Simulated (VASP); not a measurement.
Write the native input for VASP 6.6.1 that does the following.

* Task: single point
* Functional: r2SCAN
* Potentials or basis: VASP PAW PBE potentials, release 64 (Pb_d, Se)
* Cutoff: 520 eV
* k mesh: 12 × 12 × 12
* Occupations: gaussian, width 0.1 eV
* Spin: no spin polarisation
* Dipole correction: no
* Further INCAR settings: ALGO = Normal; EDIFF = 1e-06; NBANDS = 17

Crystal: PbSe.

```xyz
2
Lattice="3.6522 0.0000 0.0000 0.0000 3.6522 0.0000 0.0000 0.0000 3.6522" Properties=species:S:1:pos:R:3 pbc="T T T"
Pb    0.0000    0.0000    0.0000
Se    1.8261    1.8261    1.8261
```

This cell differs from its parent crystal: strained.

The input as run:

POSCAR

```
PbSe
1.0
    3.6522113190      0.0000000000      0.0000000000
    0.0000000000      3.6522113190      0.0000000000
    0.0000000000      0.0000000000      3.6522113190
Pb Se
1 1
Direct
    0.0000000000      0.0000000000      0.0000000000
    0.5000000000      0.5000000000      0.5000000000
```

INCAR.step1

```
SYSTEM = PbSe
PREC = Accurate ; ENCUT = 520
ISMEAR = 0 ; SIGMA = 0.1
LREAL = .FALSE. ; LASPH = .TRUE.
NELM = 80 ; NBANDS = 17
GGA = PE ; ALGO = Normal
EDIFF = 1E-4 ; LWAVE = .TRUE.
LCHARG = .FALSE.
```

INCAR.step2

```
SYSTEM = PbSe
PREC = Accurate ; ENCUT = 520
EDIFF = 1E-6 ; ISMEAR = 0
SIGMA = 0.1 ; LREAL = .FALSE.
LASPH = .TRUE. ; NELM = 80
ALGO = Normal ; ISIF = 2
LWAVE = .FALSE. ; LCHARG = .FALSE.
METAGGA = R2SCAN ; LMIXTAU = .TRUE.
NBANDS = 17 ; ISTART = 1
```

KPOINTS

```
Automatic mesh
0
G
  12 12 12
  0 0 0
```

Potentials or basis: VASP PAW PBE potentials, release 64 (Pb_d, Se).

Launch:

```sh
$ cat potpaw_PBE.64/Pb_d/POTCAR potpaw_PBE.64/Se/POTCAR > POTCAR
$ cp INCAR.step1 INCAR
$ mpirun -np 1 vasp_std > vasp.out
$ cp INCAR.step2 INCAR
$ mpirun -np 1 vasp_std > vasp.out
```

Results of the run:

| Item | Value |
| --- | --- |
| Pressure | 6.0 GPa |
| Band gap on the k mesh | zero (bands 10 and 11 overlap by 0.94 eV) |

Caveat: the cell differs from its parent crystal (strained); the cell stands under pressure; the PAW data sets were made with another functional, which shifts forces and pressure a little; spin-orbit coupling is left out, which moves the levels of the heavy elements.

It took 2.6 min on 1 thread of AMD EPYC 7R13 Processor (Zen 3) (shared host), peak memory 0.19 GiB.
